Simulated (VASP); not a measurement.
A run of VASP 6.6.1 is set up as follows.

Contents of POSCAR:

```
Os
1.0
    0.0000000000      2.0228000000      2.1006000000
    2.0228000000      0.0000000000      2.1006000000
    2.0228000000      2.0228000000      0.0000000000
Os
1
Direct
    0.0000000000      0.0000000000      0.0000000000
```

INCAR.step1

```
SYSTEM = Os
ALGO     = Normal         ! electronic algorithm
EDIFF    = 1E-4           ! SCF threshold, eV
ENCUT    = 520            ! plane-wave cutoff, eV
GGA      = PE             ! functional
ISMEAR   = 0              ! smearing method
LASPH    = .TRUE.         ! aspherical terms in the spheres
LCHARG   = .FALSE.        ! write CHGCAR
LREAL    = .FALSE.        ! projectors in reciprocal space
LWAVE    = .TRUE.         ! write WAVECAR
NBANDS   = 10             ! bands
NELM     = 80             ! most SCF steps
PREC     = Accurate       ! precision mode
SIGMA    = 0.15           ! smearing width, eV
```

INCAR.step2

```
SYSTEM = Os
ALGO     = Normal         ! electronic algorithm
EDIFF    = 1E-7           ! SCF threshold, eV
ENCUT    = 520            ! plane-wave cutoff, eV
ISIF     = 2              ! what is computed and relaxed
ISMEAR   = 0              ! smearing method
ISTART   = 1            
LASPH    = .TRUE.         ! aspherical terms in the spheres
LCHARG   = .TRUE.         ! write CHGCAR
LELF     = .TRUE.         ! ELF
LMIXTAU  = .TRUE.       
LREAL    = .FALSE.        ! projectors in reciprocal space
LVHAR    = .TRUE.       
LWAVE    = .FALSE.        ! write WAVECAR
METAGGA  = R2SCAN         ! meta-GGA
NBANDS   = 10             ! bands
NELM     = 80             ! most SCF steps
PREC     = Accurate       ! precision mode
SIGMA    = 0.15           ! smearing width, eV
```

The input KPOINTS:

```
k-points
0
G
  20 20 20
  0 0 0
```

Potentials or basis: VASP PAW PBE potentials, release 64 (Os).

Run with:

```bash
$ cat potpaw_PBE.64/Os/POTCAR > POTCAR
$ cp INCAR.step1 INCAR
$ mpirun -np 1 vasp_std > vasp.out
$ cp INCAR.step2 INCAR
$ mpirun -np 1 vasp_std > vasp.out
```

Q: Predict the band gap on the k mesh.

A: Zero (band 4 reaches 8.41 eV, above the bottom of band 5 at 5.13 eV).

Q: What does it give for the pressure?

A: -51.6 GPa.

Stress tensor (GPa, compression positive):
```
-49.14   0.00   0.00
  0.00 -49.14   0.00
  0.00   0.00 -56.57
```

Caveat: the cell differs from its parent crystal (strain +0.040 along x and y, +0.080 along z); the PAW data sets were made with another functional, which shifts forces and pressure a little; spin-orbit coupling is left out, which moves the levels of the heavy elements.
